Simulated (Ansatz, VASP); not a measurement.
# LaZn in VASP and in Ansatz

The input INCAR:

```
ALGO = Normal ; EDIFF = 1E-6
ENCUT = 520 ; ISIF = 2
ISMEAR = -1 ; LASPH = T
LCHARG = T ; LELF = T
LREAL = F ; LVHAR = T
LWAVE = F ; NBANDS = 18
NELM = 100 ; PREC = Accurate
SIGMA = 0.05
```

KPOINTS

```
k-points
0
Gamma
  9 9 9
```

POSCAR

```
LaZn
1.0
    3.7500000000      0.0000000000      0.0000000000
    0.0000000000      3.7500000000      0.0000000000
    0.0000000000      0.0000000000      3.7500000000
La Zn
1 1
Direct
    0.5000000000      0.5000000000      0.5000000000
    0.0000000000      0.0000000000      0.0000000000
```

Input for Ansatz:

```yaml
crystal:
  lattice:
    - [3.75, 0.0, 0.0]
    - [0.0, 3.75, 0.0]
    - [0.0, 0.0, 3.75]
  atoms:
    - { symbol: La, position: [0.5, 0.5, 0.5] }
    - { symbol: Zn, position: [0.0, 0.0, 0.0] }
kpoints:
  mp_grid: { grid: [9, 9, 9] }
  band_path:
    path:
      - [0.0, 0.0, 0.0]
      - [0.0, 0.5, 0.0]
      - [0.5, 0.5, 0.0]
      - [0.0, 0.0, 0.0]
      - [0.5, 0.5, 0.5]
      - [0.0, 0.5, 0.0]
      - [0.5, 0.5, 0.5]
      - [0.5, 0.5, 0.0]
    npoints: 14
scf:
  occupations: { method: fermi_dirac, width: 0.05 }
hamiltonian:
  xc: lda
  pseudopotentials: { kind: all_electron, lapw: { basis_error: 0.001 } }
output:
  forces: true
  stress: true
  eigenvalues: true
  fatbands: true
  populations: true
  dos: { projected: true, de: 0.2, e_range: [-14, 8] }
```

Alike in both runs: task single point; functional LDA; k mesh 9 × 9 × 9; occupations fermi-dirac, width 0.05 eV; no spin polarisation.

```csv
,VASP,Ansatz
version,VASP 6.6.1,Ansatz 0.2.0
potentials or method,"VASP PAW LDA potentials, release 64 (La, Zn), cutoff 520 eV","all-electron LAPW, scalar-relativistic"
```

```tsv
	VASP	Ansatz	Ansatz less VASP
pressure (GPa)	-4.0	-4.0	+0.02
```

LDA's correlation is that of Perdew and Zunger in VASP and of Perdew and Wang (1992) in Ansatz. Ansatz ran all-electron here, and VASP with PAW potentials.

Spin-orbit coupling is off throughout.
